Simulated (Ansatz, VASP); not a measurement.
# EuH4 in VASP and in Ansatz

```xyz
5
Lattice="3.6831 0.0000 0.0000 -1.8415 3.1896 0.0000 0.0000 0.0000 3.8538" Properties=species:S:1:pos:R:3 pbc="T T T"
Eu    0.0000    0.0000    1.9269
H     1.8415    0.0000    0.0000
H    -0.9208    1.5948    0.0000
H     0.9208    1.5948    0.0000
H     0.0000    0.0000    0.0000
```

Alike in both runs: functional PBE; k mesh 6 × 6 × 4; occupations gaussian, width 0.1 eV; collinear spin.

Ansatz relaxed the structure, and its values are those at the end. VASP's run is a single point on that final structure, the one shown.

|  | VASP | Ansatz |
| --- | --- | --- |
| version | VASP 6.6.1 | Ansatz 0.2.0 |
| potentials or method | VASP PAW PBE potentials, release 64 (Eu, H), cutoff 520 eV | scalar-relativistic, plane waves, PAW |
| valence electrons in the cell | 21 | 21 |

```tsv
	VASP	Ansatz	Ansatz less VASP
gap on the k mesh at the Fermi level (eV)	none	none	-
pressure (GPa)	-0.4	-0.2	+0.16
net moment per atom (μB)	1.41	1.41	0.000
size of the moment on the site where the two differ most (μB)	6.50	6.09	-0.414
```

Site moments also hang on the region over which each program counts them. A gap of «none» marks a metal or a gap that the smearing closes.

The k mesh is coarse, so the values compare programs but aren't converged. Neither program's run includes spin-orbit coupling.
